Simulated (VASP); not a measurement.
Runs of VASP 6.6.1 on Ga. The structure is that of space group Cmce (No. 64), or close to it. The cells are those of the table. 

| task | cell | gap on the mesh (eV) | pressure (GPa) | largest force (eV/Å) |
| --- | --- | --- | --- | --- |
| single point | a = 4.468, b = 4.468, c = 4.547 Å, angles 90.0, 90.0, 118.9°, 4 atoms | none | 1.3 | 0.42 |
| single point | a = 4.423, b = 4.423, c = 4.502 Å, angles 90.0, 90.0, 118.9°, 4 atoms | none | 3.0 | 0.44 |
| electric field gradients | a = 4.378, b = 4.378, c = 4.456 Å, angles 90.0, 90.0, 118.9°, 4 atoms | none | (a) | 0.46 |
| electric field gradients | a = 4.438, b = 4.438, c = 4.607 Å, angles 90.0, 90.0, 118.9°, 4 atoms | none | 1.3 | 0.49 |
| electric field gradients | a = 4.525, b = 4.525, c = 4.605 Å, angles 90.0, 90.0, 118.9°, 4 atoms | none | -0.7 | (b) |

Alike in all rows: level PBE; potentials or basis VASP PAW PBE potentials, release 64 (Ga_d); no spin polarisation; k mesh 9 × 9 × 8; cutoff (eV) 520; smearing fermi-dirac 0.05 eV.

Fill in the values left out.

(a) 5.2; (b) 0.40.

A k mesh can miss the band edges, and the runs leave out spin-orbit coupling on Ga.

A gap of «none» marks levels without a gap at the run's occupations.
